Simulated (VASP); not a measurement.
# SnSe2 (P-3m1) in VASP: a series of runs

SnSe2 is run at these levels: PBE, LDA, r2SCAN; tasks: single point.

Program: VASP 6.6.1. These are calculated values, not measurements. Logs are shortened: lines on timing, memory, paths and dates and some standing lists are left out, and cuts for length are marked.

## Step 1: The cell of the first run

The structure is trigonal, space group P-3m1 (No. 164). The conventional cell has a = 3.825 Å, b = 3.825 Å, c = 6.227 Å, α = 90.00°, β = 90.00°, γ = 120.00°. Within 3.6 Å of Sn (site symmetry -3m) lie 6 Se at 2.71 Å. Within 3.6 Å of Se (site symmetry 3m) lie 3 Sn at 2.71 Å.

## Step 2: Single point, PBE

Contents of INCAR:

```
SYSTEM = SnSe2
PREC     = Accurate       ! precision mode
ENCUT    = 520            ! plane-wave cutoff, eV
EDIFF    = 1E-6           ! SCF threshold, eV
ISMEAR   = 0              ! smearing method
SIGMA    = 0.01           ! smearing width, eV
LREAL    = .FALSE.        ! projectors in reciprocal space
LASPH    = .TRUE.         ! aspherical terms in the spheres
NELM     = 100            ! most SCF steps
ALGO     = Normal         ! electronic algorithm
ISIF     = 2              ! what is computed and relaxed
LWAVE    = .FALSE.        ! write WAVECAR
LCHARG   = .FALSE.        ! write CHGCAR
GGA      = PE             ! functional
NBANDS   = 20             ! bands
```

Contents of KPOINTS:

```
regular mesh
0
G
  6 6 2
  0 0 0
```

Contents of POSCAR:

```
SnSe2
1.0
    3.8251638413      0.0000000000      0.0000000000
   -1.9125819206      3.3126890602      0.0000000000
    0.0000000000      0.0000000000      6.2270560770
Sn Se
1 2
Direct
    0.0000000000      0.0000000000      0.0000000000
    0.3333333333      0.6666666667      0.2530760460
    0.6666666667      0.3333333333      0.7469239540
```

Potentials or basis: VASP PAW PBE potentials, release 64 (Sn_d, Se).

The run is started by

```bash
$ cat potpaw_PBE.64/Sn_d/POTCAR potpaw_PBE.64/Se/POTCAR > POTCAR
$ mpirun -np 1 vasp_std > vasp.out
```

OUTCAR:

```text
SYSTEM = SnSe2
   PREC = Accurate
   ENCUT = 520
   EDIFF = 1E-6
   ISMEAR = 0
   LREAL = .FALSE.
   LASPH = .TRUE.
   NELM = 100
   ISIF = 2
   GGA = PE

 ion  position               nearest neighbor table
   1  0.000  0.000  0.000-   2 2.71   3 2.71   2 2.71   3 2.71   3 2.71   2 2.71
   2  0.333  0.667  0.253-   1 2.71   1 2.71   1 2.71
   3  0.667  0.333  0.747-   1 2.71   1 2.71   1 2.71

  LATTYP: Found a hexagonal cell.
 ALAT       =     3.8251638413
 C/A-ratio  =     1.6279187861

  Lattice vectors:

 A1 = (   3.8251638413,   0.0000000000,   0.0000000000)
 A2 = (  -1.9125819206,   3.3126890602,   0.0000000000)
 A3 = (   0.0000000000,   0.0000000000,   6.2270560770)

Analysis of symmetry for initial positions (statically):
=====================================================================
 Subroutine PRICEL returns:
 Original cell was already a primitive cell.

 Routine SETGRP: Setting up the symmetry group for a
 hexagonal supercell.

 Subroutine GETGRP returns: Found 12 space group operations
 (whereof 12 operations were pure point group operations)
 out of a pool of 24 trial point group operations.

The static configuration has the point symmetry D_3d.

Analysis of symmetry for dynamics (positions and initial velocities):
=====================================================================
 Subroutine PRICEL returns:
 Original cell was already a primitive cell.

 Routine SETGRP: Setting up the symmetry group for a
 hexagonal supercell.

 Subroutine GETGRP returns: Found 12 space group operations
 (whereof 12 operations were pure point group operations)
 out of a pool of 24 trial point group operations.

The dynamic configuration has the point symmetry D_3d.

 Subroutine INISYM returns: Found 12 space group operations
 (whereof 12 operations are pure point group operations),
 and found     1 'primitive' translations

----------------------------------------------------------------------------------------

                                     Primitive cell

  volume of cell :      78.9066

  direct lattice vectors                    reciprocal lattice vectors
     3.825163841  0.000000000  0.000000000     0.261426710  0.150934782  0.000000000
    -1.912581921  3.312689060  0.000000000     0.000000000  0.301869563  0.000000000
     0.000000000  0.000000000  6.227056077     0.000000000  0.000000000  0.160589529

  length of vectors
     3.825163841  3.825163841  6.227056077     0.301869563  0.301869563  0.160589529

  position of ions in fractional coordinates (direct lattice)
     0.000000000  0.000000000  0.000000000
     0.333333333  0.666666667  0.253076046
     0.666666667  0.333333333  0.746923954

  ion indices of the primitive-cell ions
   primitive index   ion index
                 1           1
                 2           2
                 3           3

----------------------------------------------------------------------------------------

 KPOINTS: regular mesh

Automatic generation of k-mesh.
 Grid dimensions read from file:
 generate k-points for:    6    6    2

 Generating k-lattice:

  Cartesian coordinates                     Fractional coordinates (reciprocal lattice)
     0.043571118  0.025155797  0.000000000     0.166666667  0.000000000  0.000000000
     0.000000000  0.050311594  0.000000000     0.000000000  0.166666667  0.000000000
     0.000000000  0.000000000  0.080294764     0.000000000  0.000000000  0.500000000

  Length of vectors
     0.050311594  0.050311594  0.080294764

  Shift w.r.t. Gamma in fractional coordinates (k-lattice)
     0.000000000  0.000000000  0.000000000

 Subroutine IBZKPT returns following result:
 ===========================================

 Found     14 irreducible k-points:

 Following reciprocal coordinates:
            Coordinates               Weight
  0.000000  0.000000  0.000000      1.000000
  0.166667  0.000000  0.000000      6.000000
  0.333333  0.000000  0.000000      6.000000
  0.500000  0.000000  0.000000      3.000000
  0.166667  0.166667  0.000000      6.000000
  0.333333  0.166667  0.000000     12.000000
  0.333333  0.333333  0.000000      2.000000
  0.000000  0.000000  0.500000      1.000000
  0.166667  0.000000  0.500000      6.000000
  0.333333  0.000000  0.500000      6.000000
  0.500000  0.000000  0.500000      3.000000
  0.166667  0.166667  0.500000      6.000000
  0.333333  0.166667  0.500000     12.000000
  0.333333  0.333333  0.500000      2.000000
   k-points           NKPTS =     14   k-points in BZ     NKDIM =     14   number of bands    NBANDS=     20
   number of dos      NEDOS =    301   number of ions     NIONS =      3
   total plane-waves  NPLWV =  37632
   dimension x,y,z NGX =    28 NGY =   28 NGZ =   48
   dimension x,y,z NGXF=    56 NGYF=   56 NGZF=   96
   ions per type =               1   2
   NGX,Y,Z   is equivalent  to a cutoff of  12.17, 12.17, 12.81 a.u.
   NGXF,Y,Z  is equivalent  to a cutoff of  24.34, 24.34, 25.63 a.u.
 SYSTEM =  SnSe2
   PREC   = accura    normal or accurate (medium, high low for compatibility)
   ISTART =      0    job   : 0-new  1-cont  2-samecut
   ICHARG =      2    charge: 1-file 2-atom 10-const
   ISPIN  =      1    spin polarized calculation?
   LNONCOLLINEAR =      F non collinear calculations
   LSORBIT =      F    spin-orbit coupling
   LASPH  =      T    aspherical Exc in radial PAW
   ENCUT  =  520.0 eV  38.22 Ry    6.18 a.u.   7.11  7.11 11.58*2*pi/ulx,y,z
   NELM   =    100;   NELMIN=  2; NELMDL= -5     # of ELM steps
   EDIFF  = 0.1E-05   stopping-criterion for ELM
   LREAL  =      F    real-space projection
   EDIFFG = 0.1E-04   stopping-criterion for IOM
   NSW    =      0    number of steps for IOM
   IBRION =     -1    ionic relax: 0-MD 1-quasi-New 2-CG
   NFREE  =      0    steps in history (QN), initial steepest desc. (CG)
   ISIF   =      2    stress and relaxation
   ISYM   =      2    0-nonsym 1-usesym 2-fastsym
   POTIM  = 0.5000    time-step for ionic-motion
   TEBEG  =    0.0;   TEEND  =   0.0 temperature during run
   PSTRESS=    0.0 pullay stress
   NELECT =      26.0000    total number of electrons
   NUPDOWN=      -1.0000    fix difference up-down
   EMIN   =  10.00;   EMAX   =-10.00  energy-range for DOS
   EFERMI =   0.00;   METHOD = LEGACY
   ISMEAR =     0;   SIGMA  =   0.01  broadening in eV -4-tet -1-fermi 0-gaus
   EFERMI_NEDOS =   21; number of points for ismear=-14 and -15
   IALGO  =     38    algorithm
   IMIX   =      4    mixing-type and parameters
     AMIX     =   0.40;   BMIX     =  1.00
     AMIX_MAG =   1.60;   BMIX_MAG =  1.00
  volume/ion in A,a.u.               =      26.30       177.50
  Fermi-wavevector in a.u.,A,eV,Ry     =   1.130737  2.136782 17.395936  1.278565
  Thomas-Fermi vector in A             =   2.267434
   LORBIT       =      0    0 simple, 1 ext, 2 COOP (PROOUT), +10 PAW based schemes
   GGA     = PE    functional components
   LHFCALC =     F    Hartree Fock is set to
   AEXX    =    0.0000 exact exchange contribution
   IVDW    =     0    specifies the selected vdW correction
   LEPSILON=     F    determine dielectric tensor
   LRPA    =     F    only Hartree local field effects (RPA)
 non-spin polarized calculation
 Gauss-broadening in eV      SIGMA  =   0.01
  energy-cutoff  :      520.00
  volume of cell :       78.91
 maximum number of plane-waves:      2148
   NGX = 15   NGY = 15   NGZ = 23

 number of electron      26.0000000 magnetization

 Free energy of the ion-electron system (eV)
  ---------------------------------------------------
  ext. energy  EPLUGINS =         0.00000000
  ---------------------------------------------------
  free energy    TOTEN  =       -11.81977973 eV

  energy without entropy =      -11.81977973  energy(sigma->0) =      -11.81977973

 E-fermi :   4.0125     XC(G=0):  -9.3741

 val. band max:        3.8904324983   @ k =   0.1667   0.0000   0.0000
 cond. band min:       4.6781010784   @ k =   0.5000   0.0000   0.5000
 fundamental gap:      0.7876685801
 Fermi energy:         4.0125170364

 k-point     1 :       0.0000    0.0000    0.0000
  band No.  band energies     occupation
      1     -17.2858      2.00000
      2     -17.2858      2.00000
      3     -17.2504      2.00000
      4     -17.2380      2.00000
      5     -17.2380      2.00000
      6      -9.8307      2.00000
[... 12 lines left out ...]
     19      12.9309      0.00000
     20      12.9309      0.00000

 k-point     2 :       0.1667    0.0000    0.0000
  band No.  band energies     occupation
      1     -17.2972      2.00000
      2     -17.2771      2.00000
      3     -17.2461      2.00000
      4     -17.2410      2.00000
      5     -17.2365      2.00000
      6      -9.5652      2.00000
[... 12 lines left out ...]
     19      12.1858      0.00000
     20      13.2079      0.00000

 k-point     3 :       0.3333    0.0000    0.0000
  band No.  band energies     occupation
      1     -17.3236      2.00000
      2     -17.2668      2.00000
      3     -17.2558      2.00000
      4     -17.2259      2.00000
      5     -17.2249      2.00000
      6      -8.8611      2.00000
[... 12 lines left out ...]
     19      12.9437      0.00000
     20      13.7002      0.00000

 k-point     4 :       0.5000    0.0000    0.0000
  band No.  band energies     occupation
      1     -17.3376      2.00000
      2     -17.2652      2.00000
      3     -17.2604      2.00000
      4     -17.2169      2.00000
      5     -17.2164      2.00000
      6      -8.2587      2.00000
[... 12 lines left out ...]
     19      13.8482      0.00000
     20      14.5439      0.00000

 k-point     5 :       0.1667    0.1667    0.0000
  band No.  band energies     occupation
      1     -17.3106      2.00000
      2     -17.2744      2.00000
      3     -17.2486      2.00000
      4     -17.2392      2.00000
      5     -17.2246      2.00000
      6      -9.0745      2.00000
[... 12 lines left out ...]
     19      10.9921      0.00000
     20      14.0394      0.00000

 k-point     6 :       0.3333    0.1667    0.0000
  band No.  band energies     occupation
      1     -17.3237      2.00000
      2     -17.2765      2.00000
      3     -17.2523      2.00000
      4     -17.2279      2.00000
      5     -17.2165      2.00000
      6      -8.3277      2.00000
[... 12 lines left out ...]
     19      12.5375      0.00000
     20      13.9411      0.00000

 k-point     7 :       0.3333    0.3333    0.0000
  band No.  band energies     occupation
      1     -17.3019      2.00000
      2     -17.3019      2.00000
      3     -17.2368      2.00000
      4     -17.2368      2.00000
      5     -17.2198      2.00000
      6      -7.8330      2.00000
[... 12 lines left out ...]
     19      12.4552      0.00000
     20      12.4552      0.00000

 k-point     8 :       0.0000    0.0000    0.5000
  band No.  band energies     occupation
      1     -17.2858      2.00000
      2     -17.2858      2.00000
      3     -17.2503      2.00000
      4     -17.2381      2.00000
      5     -17.2381      2.00000
      6      -9.6506      2.00000
[... 12 lines left out ...]
     19      12.3851      0.00000
     20      12.3851      0.00000

 k-point     9 :       0.1667    0.0000    0.5000
  band No.  band energies     occupation
      1     -17.2973      2.00000
      2     -17.2771      2.00000
      3     -17.2461      2.00000
      4     -17.2409      2.00000
      5     -17.2365      2.00000
      6      -9.3899      2.00000
[... 12 lines left out ...]
     19      12.0192      0.00000
     20      13.0348      0.00000

 k-point    10 :       0.3333    0.0000    0.5000
  band No.  band energies     occupation
      1     -17.3238      2.00000
      2     -17.2668      2.00000
      3     -17.2558      2.00000
      4     -17.2259      2.00000
      5     -17.2248      2.00000
      6      -8.7109      2.00000
[... 12 lines left out ...]
     19      13.5789      0.00000
     20      13.7828      0.00000

 k-point    11 :       0.5000    0.0000    0.5000
  band No.  band energies     occupation
      1     -17.3377      2.00000
      2     -17.2653      2.00000
      3     -17.2605      2.00000
      4     -17.2169      2.00000
      5     -17.2163      2.00000
      6      -8.1611      2.00000
[... 12 lines left out ...]
     19      13.5371      0.00000
     20      14.5481      0.00000

 k-point    12 :       0.1667    0.1667    0.5000
  band No.  band energies     occupation
      1     -17.3107      2.00000
      2     -17.2744      2.00000
      3     -17.2487      2.00000
      4     -17.2391      2.00000
      5     -17.2245      2.00000
      6      -8.9139      2.00000
[... 12 lines left out ...]
     19      11.9640      0.00000
     20      13.0867      0.00000

 k-point    13 :       0.3333    0.1667    0.5000
  band No.  band energies     occupation
      1     -17.3238      2.00000
      2     -17.2766      2.00000
      3     -17.2523      2.00000
      4     -17.2279      2.00000
      5     -17.2164      2.00000
      6      -8.2203      2.00000
[... 12 lines left out ...]
     19      12.3252      0.00000
     20      13.6797      0.00000

 k-point    14 :       0.3333    0.3333    0.5000
  band No.  band energies     occupation
      1     -17.3020      2.00000
      2     -17.3020      2.00000
      3     -17.2368      2.00000
      4     -17.2368      2.00000
      5     -17.2198      2.00000
      6      -7.8206      2.00000
[... 12 lines left out ...]
     19      13.0747      0.00000
     20      13.0951      0.00000

------------------------ aborting loop because EDIFF is reached ----------------------------------------

  FORCE on cell =-STRESS in cart. coord.  units (eV):
  Direction    XX          YY          ZZ          XY          YZ          ZX
  --------------------------------------------------------------------------------------
  -------------------------------------------------------------------------------------
  Total        1.4918507      1.4918507      1.4084680      0.0000000     -0.0000000     -0.0000000
  in kB       30.2916176     30.2916176     28.5985530      0.0000000     -0.0000000     -0.0000000
  external PRESSURE =      29.7272627 kB  Pullay stress =       0.0000000 kB

 VOLUME and BASIS-vectors are now :
 -----------------------------------------------------------------------------
  energy-cutoff  :      520.00
  volume of cell :       78.91
      direct lattice vectors                 reciprocal lattice vectors
     3.825163841  0.000000000  0.000000000     0.261426710  0.150934782  0.000000000
    -1.912581921  3.312689060  0.000000000     0.000000000  0.301869563  0.000000000
     0.000000000  0.000000000  6.227056077     0.000000000  0.000000000  0.160589529

 POSITION                                       TOTAL-FORCE (eV/Angst)
 -----------------------------------------------------------------------------------
      0.00000      0.00000      0.00000         0.000000      0.000000      0.000000
     -0.00000      2.20846      1.57592         0.000000     -0.000000      0.263163
      1.91258      1.10423      4.65114        -0.000000      0.000000     -0.263163
 -----------------------------------------------------------------------------------
    total drift:                               -0.000000     -0.000000      0.000000

  FREE ENERGIE OF THE ION-ELECTRON SYSTEM (eV)
  ---------------------------------------------------
  free  energy   TOTEN  =       -11.8197797343 eV

  energy  without entropy=      -11.8197797343  energy(sigma->0) =      -11.81977973
```

Run time: 28 s. Hardware: 1 thread of Intel Xeon 8259CL, shared host; peak memory 0.19 GiB.

What came out:

```yaml
Free_energy: -11.8198 eV
Pressure: 3.0 GPa
Largest_force: 0.263 eV/Å
Band_gap_on_the_k_mesh: 0.79 eV, indirect (least direct gap 1.12 eV)
```

Forces in eV/Å, atoms in the order of the input:
```
Sn   0.000  0.000  0.000
Se   0.000  0.000  0.263
Se   0.000  0.000 -0.263
```

Stress tensor (GPa, compression positive):
```
3.03 0.00 0.00
0.00 3.03 0.00
0.00 0.00 2.86
```

Levels at points of the mesh, in eV from the valence-band top:
| k point | band 9 | band 10 | band 11 | band 12 | band 13 | band 14 | band 15 | band 16 | band 17 | band 18 |
| --- | --- | --- | --- | --- | --- | --- | --- | --- | --- | --- |
| (0.00, 0.00, 0.00) | -0.52 | -0.52 | -0.25 | -0.25 | -0.07 | 1.05 | 3.11 | 4.70 | 4.70 | 8.09 |
| (0.50, 0.00, 0.00) | -4.27 | -2.84 | -2.42 | -1.20 | -0.22 | 1.20 | 3.80 | 5.37 | 5.43 | 6.93 |
| (0.00, 0.00, 0.50) | -2.04 | -0.61 | -0.61 | -0.09 | -0.09 | 2.49 | 3.03 | 4.44 | 4.44 | 7.98 |
| (0.50, 0.00, 0.50) | -4.72 | -2.25 | -1.94 | -0.78 | -0.61 | 0.79 | 4.22 | 4.78 | 5.85 | 6.18 |

Caveat: the k points lie up to 0.50 Å⁻¹ apart; spin-orbit coupling is left out, which moves the levels of the heavy elements; this functional lacks dispersion, which binds the layers, so the pressure and a relaxed spacing across them are unreliable. A k mesh can miss the band edges.

[end of part 1 of 2]
